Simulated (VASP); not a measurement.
## Si: single point with PBE

Crystal: Si.

```
CELL_PARAMETERS angstrom
7.49866 0.00000 0.00000
-3.74933 6.49403 0.00000
0.00000 0.00000 5.20289
ATOMIC_POSITIONS crystal
Si 0.28997 0.00000 0.00000
Si 0.00000 0.28997 0.66667
Si 0.71003 0.71003 0.33333
Si 0.71003 0.00000 0.50000
Si 0.00000 0.71003 0.16667
Si 0.28997 0.28997 0.83333
Si 0.40812 0.81625 0.75000
Si 0.18375 0.59188 0.41667
Si 0.40812 0.59188 0.08333
Si 0.59188 0.18375 0.25000
Si 0.81625 0.40812 0.91667
Si 0.59188 0.40812 0.58333
```

The cell was generated, and may not be a known phase.

```yaml
Program: VASP 6.6.1
Task: single point
Functional: PBE
Potentials_or_basis: VASP PAW PBE potentials, release 64 (Si)
Cutoff: 520 eV
k_mesh: 3 × 3 × 4
Occupations: gaussian, width 0.1 eV
Spin: no spin polarisation
Dipole_correction: no
Further_INCAR_settings: ALGO = Normal; EDIFF = 1e-06; NBANDS = 36
```

```
Pressure               : 0.0 GPa
Largest force          : 0.008 eV/Å
Band gap on the k mesh : 1.05 eV
```

Forces on the atoms (eV/Å):
```
Si   0.008  0.000  0.000
Si  -0.004  0.007  0.000
Si  -0.004 -0.007  0.000
Si  -0.008  0.000  0.000
Si   0.004 -0.007  0.000
Si   0.004  0.007  0.000
Si   0.000 -0.004  0.000
Si   0.003  0.002  0.000
Si  -0.003  0.002  0.000
Si   0.000  0.004  0.000
Si  -0.003 -0.002  0.000
Si   0.003 -0.002  0.000
```

Stress tensor (GPa, compression positive):
```
-0.05  0.00  0.00
 0.00 -0.05  0.00
 0.00  0.00  0.06
```

Levels at points of the mesh, in eV from the valence-band top:
| k point | band 22 | band 23 | band 24 | band 25 | band 26 | band 27 |
| --- | --- | --- | --- | --- | --- | --- |
| (0.00, 0.00, 0.00) | -0.72 | -0.72 | -0.36 | 1.46 | 1.69 | 1.69 |
| (0.00, 0.00, 0.50) | -0.73 | -0.02 | -0.02 | 1.87 | 1.87 | 2.47 |

It took 62 s on 1 thread of Intel(R) Xeon(R) Platinum 8488C (Sapphire Rapids) (shared host), peak memory 0.34 GiB.

A k mesh can miss the band edges.
